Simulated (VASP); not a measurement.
Set up this calculation in VASP 6.6.1, as the native input.

```
Task                            : G0W0 quasiparticle levels
Functional                      : PBE
Potentials or basis             : VASP PAW PBE potentials, release 64 (Ga_d_GW, P_GW)
Cutoff                          : 500 eV
k mesh                          : 2 × 2 × 2
Occupations                     : gaussian, width 0.01 eV
Spin                            : no spin polarisation
Dipole correction               : no
GW scheme                       : G0W0
GW iterations                   : 1
Cutoff of the response function : 200
Frequency points                : 48
Empty bands                     : 782
Further INCAR settings          : ALGO = EVGW0; EDIFF = 1e-08; NBANDS = 791
```

The system is GaP.

```
Ga P
1.0
     0.00000    2.72550    2.72550
     2.72550    0.00000    2.72550
     2.72550    2.72550    0.00000
Ga P
1 1
Direct
  0.00000 0.00000 0.00000
  0.25000 0.25000 0.25000
```

The input as run:

POSCAR

```
GaP
1.0
    0.0000000000      2.7255000000      2.7255000000
    2.7255000000      0.0000000000      2.7255000000
    2.7255000000      2.7255000000      0.0000000000
Ga P
1 1
Direct
    0.0000000000      0.0000000000      0.0000000000
    0.2500000000      0.2500000000      0.2500000000
```

INCAR.step1

```
SYSTEM = GaP
ALGO     = Normal         ! electronic algorithm
EDIFF    = 1E-8           ! SCF threshold, eV
ENCUT    = 500            ! plane-wave cutoff, eV
GGA      = PE             ! functional
ISMEAR   = 0              ! smearing method
LASPH    = .True.         ! aspherical terms in the spheres
LCHARG   = .False.        ! write CHGCAR
LREAL    = .False.        ! projectors in reciprocal space
LWAVE    = .True.         ! write WAVECAR
NELM     = 80             ! most SCF steps
PREC     = Accurate       ! precision mode
SIGMA    = 0.01           ! smearing width, eV
```

INCAR.step2

```
SYSTEM = GaP
ALGO     = Exact          ! electronic algorithm
EDIFF    = 1E-8           ! SCF threshold, eV
ENCUT    = 500            ! plane-wave cutoff, eV
GGA      = PE             ! functional
ISMEAR   = 0              ! smearing method
ISTART   = 1            
LASPH    = .True.         ! aspherical terms in the spheres
LCHARG   = .False.        ! write CHGCAR
LOPTICS  = .True.         ! frequency-dependent dielectric function
LREAL    = .False.        ! projectors in reciprocal space
LWAVE    = .True.         ! write WAVECAR
NBANDS   = 791            ! bands
NELM     = 1              ! most SCF steps
PREC     = Accurate       ! precision mode
SIGMA    = 0.01           ! smearing width, eV
```

INCAR.step3

```
SYSTEM = GaP
ALGO     = EVGW0          ! electronic algorithm
EDIFF    = 1E-8           ! SCF threshold, eV
ENCUT    = 500            ! plane-wave cutoff, eV
ENCUTGW  = 200            ! cutoff of the response function
GGA      = PE             ! functional
ISMEAR   = 0              ! smearing method
ISTART   = 1            
LASPH    = .True.         ! aspherical terms in the spheres
LCHARG   = .False.        ! write CHGCAR
LREAL    = .False.        ! projectors in reciprocal space
LWAVE    = .False.        ! write WAVECAR
NBANDS   = 791            ! bands
NBANDSGW = 17           
NELMGW   = 1            
NOMEGA   = 48             ! frequency points
PREC     = Accurate       ! precision mode
PRECFOCK = Fast         
SIGMA    = 0.01           ! smearing width, eV
```

KPOINTS

```
k-points
0
Gamma
  2 2 2
  0 0 0
```

Potentials or basis: VASP PAW PBE potentials, release 64 (Ga_d_GW, P_GW).

Launch:

```sh
$ cat potpaw_PBE.64/Ga_d_GW/POTCAR potpaw_PBE.64/P_GW/POTCAR > POTCAR
$ cp INCAR.step1 INCAR
$ mpirun -np 1 vasp_std > vasp.out
$ cp INCAR.step2 INCAR
$ mpirun -np 1 vasp_std > vasp.out
$ cp INCAR.step3 INCAR
$ mpirun -np 1 vasp_std > vasp.out
```

Results of the run:

* Quasiparticle gap: 1.89 eV
* Least direct quasiparticle gap: 2.65 eV
* Band gap of the starting levels on the mesh: 1.46 eV
* Least direct gap of the starting levels on the mesh: 1.76 eV

Caveat: the k points lie up to 1.00 Å⁻¹ apart; bands, screening cutoff and mesh are small and nothing is extrapolated, so the quasiparticle values aren't converged.

It took 65 s on 1 thread of AMD EPYC 9R45 (Zen 5) (shared host), peak memory 0.31 GiB.
